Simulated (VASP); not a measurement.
Set up this calculation in VASP 6.6.1, as the native input.

- Task: single point
- Functional: PBE
- Potentials or basis: VASP PAW PBE potentials, release 64 (Sn_d, Te, S)
- Cutoff: 520 eV
- k mesh: 12 × 12 × 4
- Occupations: gaussian, width 0.1 eV
- Spin: no spin polarisation
- Dipole correction: no
- Further INCAR settings: ALGO = Normal; EDIFF = 1e-07; NBANDS = 35

The structure of Sn2TeS3 lies in POSCAR:

```
Sn2TeS3
1.0
    4.3244618983      0.0000000030      0.0000000000
   -2.1622309517      3.7450938601      0.0000000000
    0.0000000000      0.0000000000      8.9681028004
Sn Te S
2 1 3
Direct
    0.3333333333      0.6666666667      0.6734860970
    0.6666666667      0.3333333333      0.3265139030
    0.0000000000      0.0000000000      0.0000000000
    0.0000000000      0.0000000000      0.5000000000
    0.3333333333      0.6666666667      0.1608728265
    0.6666666667      0.3333333333      0.8391271735
```

The cell was generated, and may not be a known phase.

The input as run:

INCAR

```
PREC = Accurate
ENCUT = 520
EDIFF = 1E-7
ISMEAR = 0
SIGMA = 0.1
LREAL = F
LASPH = T
NELM = 100
ALGO = Normal
ISIF = 2
LWAVE = F
LCHARG = T
GGA = PE
LELF = T
LVHAR = T
NBANDS = 35
```

KPOINTS

```
Automatic mesh
0
Gamma
  12 12 4
```

Potentials or basis: VASP PAW PBE potentials, release 64 (Sn_d, Te, S).

Command:

```bash
$ cat potpaw_PBE.64/Sn_d/POTCAR potpaw_PBE.64/Te/POTCAR potpaw_PBE.64/S/POTCAR > POTCAR
$ mpirun -np 1 vasp_std > vasp.out
```

Results of the run:

```json
{"Pressure": "-0.1 GPa", "Largest force": "0.009 eV/Å", "Band gap on the k mesh": "zero (bands 26 and 27 overlap by 1.71 eV)"}
```

Caveat: spin-orbit coupling is left out, which moves the levels of the heavy elements.

Run time: 8.7 min on 1 thread of Intel Xeon 8259CL, with other jobs on the host, peak memory 0.46 GiB.
